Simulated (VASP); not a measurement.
# ZnSe2 (Pbca) in VASP: a series of runs

ZnSe2 is run at these levels: PBEsol; tasks: single point.

Program: VASP 6.6.1. These are calculated values, not measurements. Logs are shortened: lines on timing, memory, paths and dates and some standing lists are left out, and cuts for length are marked.

## 1. The cell of the first run

It takes space group Pbca (No. 61, orthorhombic). The conventional cell has a = 6.052 Å, b = 6.052 Å, c = 6.467 Å, α = 90.00°, β = 90.00°, γ = 90.00°. Within 3.4 Å of Zn (site symmetry -1) lie 6 Se at 2.55 to 2.69 Å. Within 3.1 Å of Se (site symmetry 1) lie 1 Se at 2.37 Å and 3 Zn at 2.55 to 2.69 Å.

## 2. Single point, PBEsol

File INCAR:

```
SYSTEM = ZnSe2
PREC     = Accurate       ! precision mode
ENCUT    = 520            ! plane-wave cutoff, eV
EDIFF    = 1E-7           ! SCF threshold, eV
ISMEAR   = 0              ! smearing method
SIGMA    = 0.02           ! smearing width, eV
LREAL    = .False.        ! projectors in reciprocal space
LASPH    = .True.         ! aspherical terms in the spheres
NELM     = 80             ! most SCF steps
ALGO     = Normal         ! electronic algorithm
ISIF     = 2              ! what is computed and relaxed
LWAVE    = .False.        ! write WAVECAR
LCHARG   = .False.        ! write CHGCAR
GGA      = PS             ! functional
NBANDS   = 60             ! bands
```

File KPOINTS:

```
regular mesh
0
Gamma
  6 6 6
  0 0 0
```

File POSCAR:

```
ZnSe2
1.0
    6.0520420919      0.0000000000      0.0000000000
    0.0000000000      6.0520420919      0.0000000000
    0.0000000000      0.0000000000      6.4668301918
Zn Se
4 8
Direct
    0.5000000000      0.5000000000      0.0000000000
    0.5000000000      0.0000000000      0.5000000000
    0.0000000000      0.5000000000      0.5000000000
    0.0000000000      0.0000000000      0.0000000000
    0.1099663251      0.8886402326      0.3899423836
    0.8900336749      0.3886402326      0.1100576164
    0.3900336749      0.1113597674      0.8899423836
    0.6099663251      0.6113597674      0.6100576164
    0.8900336749      0.1113597674      0.6100576164
    0.1099663251      0.6113597674      0.8899423836
    0.6099663251      0.8886402326      0.1100576164
    0.3900336749      0.3886402326      0.3899423836
```

Potentials or basis: VASP PAW PBE potentials, release 64 (Zn, Se).

Launch:

```sh
$ cat potpaw_PBE.64/Zn/POTCAR potpaw_PBE.64/Se/POTCAR > POTCAR
$ mpirun -np 1 vasp_std > vasp.out
```

OUTCAR:

```text
SYSTEM = ZnSe2
   PREC = Accurate
   ENCUT = 520
   EDIFF = 1E-7
   ISMEAR = 0
   LREAL = .False.
   LASPH = .True.
   NELM = 80
   ISIF = 2
   GGA = PS

 ion  position               nearest neighbor table
   1  0.500  0.500  0.000-   7 2.55  11 2.55  10 2.56   6 2.56   8 2.69  12 2.69
   2  0.500  0.000  0.500-   8 2.55  12 2.55   9 2.56   5 2.56  11 2.69   7 2.69
   3  0.000  0.500  0.500-   5 2.55   9 2.55   8 2.56  12 2.56  10 2.69   6 2.69
   4  0.000  0.000  0.000-   6 2.55  10 2.55   7 2.56  11 2.56   5 2.69   9 2.69
   5  0.110  0.889  0.390-   9 2.37   3 2.55   2 2.56   4 2.69
   6  0.890  0.389  0.110-  10 2.37   4 2.55   1 2.56   3 2.69
   7  0.390  0.111  0.890-  11 2.37   1 2.55   4 2.56   2 2.69
   8  0.610  0.611  0.610-  12 2.37   2 2.55   3 2.56   1 2.69
   9  0.890  0.111  0.610-   5 2.37   3 2.55   2 2.56   4 2.69
  10  0.110  0.611  0.890-   6 2.37   4 2.55   1 2.56   3 2.69
  11  0.610  0.889  0.110-   7 2.37   1 2.55   4 2.56   2 2.69
  12  0.390  0.389  0.390-   8 2.37   2 2.55   3 2.56   1 2.69

  LATTYP: Found a simple tetragonal cell.
 ALAT       =     6.0520420919
 C/A-ratio  =     1.0685368829

  Lattice vectors:

 A1 = (   6.0520420919,   0.0000000000,   0.0000000000)
 A2 = (   0.0000000000,   6.0520420919,   0.0000000000)
 A3 = (   0.0000000000,   0.0000000000,   6.4668301918)

Analysis of symmetry for initial positions (statically):
=====================================================================
 Subroutine PRICEL returns:
 Original cell was already a primitive cell.

 Routine SETGRP: Setting up the symmetry group for a
 simple tetragonal supercell.

 Subroutine GETGRP returns: Found  8 space group operations
 (whereof  2 operations were pure point group operations)
 out of a pool of 16 trial point group operations.

The static configuration has the point symmetry S_2 .
 The point group associated with its full space group is D_2h.

Analysis of symmetry for dynamics (positions and initial velocities):
=====================================================================
 Subroutine PRICEL returns:
 Original cell was already a primitive cell.

 Routine SETGRP: Setting up the symmetry group for a
 simple tetragonal supercell.

 Subroutine GETGRP returns: Found  8 space group operations
 (whereof  2 operations were pure point group operations)
 out of a pool of 16 trial point group operations.

[... 131 lines left out ...]
   PSTRESS=    0.0 pullay stress
   NELECT =      96.0000    total number of electrons
   NUPDOWN=      -1.0000    fix difference up-down
   EMIN   =  10.00;   EMAX   =-10.00  energy-range for DOS
   EFERMI =   0.00;   METHOD = LEGACY
   ISMEAR =     0;   SIGMA  =   0.02  broadening in eV -4-tet -1-fermi 0-gaus
   EFERMI_NEDOS =   21; number of points for ismear=-14 and -15
   IALGO  =     38    algorithm
   IMIX   =      4    mixing-type and parameters
     AMIX     =   0.40;   BMIX     =  1.00
     AMIX_MAG =   1.60;   BMIX_MAG =  1.00
  volume/ion in A,a.u.               =      19.74       133.20
  Fermi-wavevector in a.u.,A,eV,Ry     =   1.211528  2.289456 19.970633  1.467800
  Thomas-Fermi vector in A             =   2.347041
   LORBIT       =      0    0 simple, 1 ext, 2 COOP (PROOUT), +10 PAW based schemes
   GGA     = PS    functional components
   LHFCALC =     F    Hartree Fock is set to
   AEXX    =    0.0000 exact exchange contribution
   IVDW    =     0    specifies the selected vdW correction
   LEPSILON=     F    determine dielectric tensor
   LRPA    =     F    only Hartree local field effects (RPA)
 non-spin polarized calculation
 Gauss-broadening in eV      SIGMA  =   0.02
  energy-cutoff  :      520.00
  volume of cell :      236.86
 maximum number of plane-waves:      6408
 NGX is ok and might be reduce to    48
   NGX = 23   NGY = 23   NGZ = 25

 number of electron      96.0000064 magnetization

 Free energy of the ion-electron system (eV)
  ---------------------------------------------------
  ext. energy  EPLUGINS =         0.00000000
  ---------------------------------------------------
  free energy    TOTEN  =       -41.06645406 eV

  energy without entropy =      -41.06645406  energy(sigma->0) =      -41.06645406

 E-fermi :   4.6569     XC(G=0): -10.4890

 val. band max:        4.5444507257   @ k =   0.0000   0.0000   0.0000
 cond. band min:       5.0289432114   @ k =   0.1667   0.1667   0.1667
 fundamental gap:      0.4844924857
 Fermi energy:         4.6569031497

 k-point     1 :       0.0000    0.0000    0.0000
  band No.  band energies     occupation
      1     -11.5462      2.00000
      2     -10.4186      2.00000
      3     -10.2365      2.00000
      4     -10.2188      2.00000
      5      -8.2489      2.00000
      6      -8.0406      2.00000
[... 1501 lines left out ...]
     59       9.6419      0.00000
     60       9.7966      0.00000

 [... further k-points ...]

------------------------ aborting loop because EDIFF is reached ----------------------------------------

  FORCE on cell =-STRESS in cart. coord.  units (eV):
  Direction    XX          YY          ZZ          XY          YZ          ZX
  --------------------------------------------------------------------------------------
  -------------------------------------------------------------------------------------
  Total        5.4061030      5.4179632      0.3434945      0.0000000      0.0000000      0.0000000
  in kB       36.5678612     36.6480861      2.3234588      0.0000000      0.0000000      0.0000000
  external PRESSURE =      25.1798020 kB  Pullay stress =       0.0000000 kB

 VOLUME and BASIS-vectors are now :
 -----------------------------------------------------------------------------
  energy-cutoff  :      520.00
  volume of cell :      236.86
      direct lattice vectors                 reciprocal lattice vectors
     6.052042092  0.000000000  0.000000000     0.165233484  0.000000000  0.000000000
     0.000000000  6.052042092  0.000000000     0.000000000  0.165233484  0.000000000
     0.000000000  0.000000000  6.466830192     0.000000000  0.000000000  0.154635265

 POSITION                                       TOTAL-FORCE (eV/Angst)
 -----------------------------------------------------------------------------------
      3.02602      3.02602      0.00000         0.000000      0.000000      0.000000
      3.02602      0.00000      3.23342         0.000000      0.000000      0.000000
      0.00000      3.02602      3.23342         0.000000      0.000000      0.000000
      0.00000      0.00000      0.00000         0.000000      0.000000      0.000000
      0.66552      5.37809      2.52169         0.012868     -0.013102     -0.022056
      5.38652      2.35207      0.71172        -0.012868     -0.013102      0.022056
      2.36050      0.67395      5.75511        -0.012868      0.013102     -0.022056
      3.69154      3.69998      3.94514         0.012868      0.013102      0.022056
      5.38652      0.67395      3.94514        -0.012868      0.013102      0.022056
      0.66552      3.69998      5.75511         0.012868      0.013102     -0.022056
      3.69154      5.37809      0.71172         0.012868     -0.013102      0.022056
      2.36050      2.35207      2.52169        -0.012868     -0.013102     -0.022056
 -----------------------------------------------------------------------------------
    total drift:                                0.000000      0.000000     -0.000000

  FREE ENERGIE OF THE ION-ELECTRON SYSTEM (eV)
  ---------------------------------------------------
  free  energy   TOTEN  =       -41.0664540625 eV

  energy  without entropy=      -41.0664540625  energy(sigma->0) =      -41.06645406
```

stdout:

```text
POSCAR found type information on POSCAR ZnSe
 POSCAR found :  2 types and      12 ions
 scaLAPACK will be used
 -----------------------------------------------------------------------------
|                                                                             |
|                                                                             |
|     You enforced a specific xc type in the INCAR file but a different       |
|     I HOPE YOU KNOW WHAT YOU ARE DOING!                                     |
|                                                                             |
 -----------------------------------------------------------------------------

 LDA part: xc-table for (Slater+PW92), standard interpolation
 POSCAR, INCAR and KPOINTS ok, starting setup
 FFT: planning ... GRIDC
 FFT: planning ... GRID_SOFT
 FFT: planning ... GRID
 WAVECAR not read
 entering main loop
```

Run time: 19 min. Hardware: 1 thread of Oxide Virtual Turin-like, shared host; peak memory 0.73 GiB.

What came out:

| Item | Value |
| --- | --- |
| Free energy | -41.0665 eV |
| Pressure | 2.5 GPa |
| Largest force | 0.029 eV/Å |
| Band gap on the k mesh | 0.48 eV (least direct gap 0.53 eV) |

Forces in eV/Å, atoms in the order of the input:
```
Zn   0.000  0.000  0.000
Zn   0.000  0.000  0.000
Zn   0.000  0.000  0.000
Zn   0.000  0.000  0.000
Se   0.013 -0.013 -0.022
Se  -0.013 -0.013  0.022
Se  -0.013  0.013 -0.022
Se   0.013  0.013  0.022
Se  -0.013  0.013  0.022
Se   0.013  0.013 -0.022
Se   0.013 -0.013  0.022
Se  -0.013 -0.013 -0.022
```

Stress tensor (GPa, compression positive):
```
3.66 0.00 0.00
0.00 3.66 0.00
0.00 0.00 0.23
```

Levels at points of the mesh, in eV from the valence-band top:
| k point | band 44 | band 45 | band 46 | band 47 | band 48 | band 49 | band 50 | band 51 | band 52 | band 53 |
| --- | --- | --- | --- | --- | --- | --- | --- | --- | --- | --- |
| (0.00, 0.00, 0.00) | -1.10 | -1.07 | -1.05 | -0.62 | 0.00 | 0.53 | 1.51 | 1.86 | 1.87 | 2.00 |
| (0.50, 0.00, 0.00) | -2.43 | -1.61 | -1.61 | -0.53 | -0.53 | 0.96 | 0.96 | 1.06 | 1.06 | 3.14 |
| (0.00, 0.50, 0.00) | -2.46 | -1.50 | -1.50 | -0.43 | -0.43 | 0.94 | 0.94 | 1.07 | 1.07 | 2.52 |
| (0.50, 0.50, 0.00) | -2.09 | -1.81 | -1.81 | -1.81 | -1.81 | 0.98 | 0.98 | 0.98 | 0.98 | 2.47 |
| (0.00, 0.00, 0.50) | -2.44 | -2.07 | -2.07 | -0.35 | -0.35 | 0.82 | 0.82 | 0.93 | 0.93 | 3.05 |
| (0.50, 0.00, 0.50) | -2.25 | -1.77 | -1.77 | -1.77 | -1.77 | 0.95 | 0.95 | 0.95 | 0.95 | 2.69 |
| (0.00, 0.50, 0.50) | -2.22 | -1.76 | -1.76 | -1.76 | -1.76 | 0.84 | 0.84 | 0.84 | 0.84 | 2.66 |
| (0.50, 0.50, 0.50) | -2.59 | -2.20 | -2.20 | -2.20 | -2.20 | 0.92 | 0.92 | 0.92 | 0.92 | 2.66 |

Caveat: the PAW data sets were made with another functional, which shifts forces and pressure a little. A k mesh can miss the band edges.

[end of part 1 of 2]
